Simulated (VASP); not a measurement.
A run of VASP 6.6.1 is set up as follows.

The input INCAR:

```
SYSTEM = Zn
PREC     = Accurate       ! precision mode
ENCUT    = 520            ! plane-wave cutoff, eV
EDIFF    = 1E-6           ! SCF threshold, eV
ISMEAR   = 1              ! smearing method
SIGMA    = 0.1            ! smearing width, eV
LREAL    = .FALSE.        ! projectors in reciprocal space
LASPH    = .TRUE.         ! aspherical terms in the spheres
NELM     = 60             ! most SCF steps
ALGO     = Normal         ! electronic algorithm
ISIF     = 2              ! what is computed and relaxed
LWAVE    = .FALSE.        ! write WAVECAR
LCHARG   = .FALSE.        ! write CHGCAR
GGA      = PE             ! functional
NBANDS   = 19             ! bands
```

The input KPOINTS:

```
Automatic mesh
0
G
  16 16 8
  0 0 0
```

Contents of POSCAR:

```
Zn
1.0
    2.6700000000      0.0000000000      0.0000000000
   -1.3350000000      2.3122878281      0.0000000000
    0.0000000000      0.0000000000      4.9660000000
Zn
2
Direct
    0.6666666667      0.3333333333      0.7500000000
    0.3333333333      0.6666666667      0.2500000000
```

Potentials or basis: VASP PAW PBE potentials, release 64 (Zn).

Launch:

```sh
$ cat potpaw_PBE.64/Zn/POTCAR > POTCAR
$ mpirun -np 1 vasp_std > vasp.out
```

Q: What does it give for the pressure?

A: -0.7 GPa.

Q: What does it give for the band gap on the k mesh?

A: Zero (band 12 reaches 4.30 eV, above the bottom of band 13 at -0.01 eV).

Stress tensor (GPa, compression positive):
```
-0.46  0.00  0.00
 0.00 -0.46  0.00
 0.00  0.00 -1.10
```
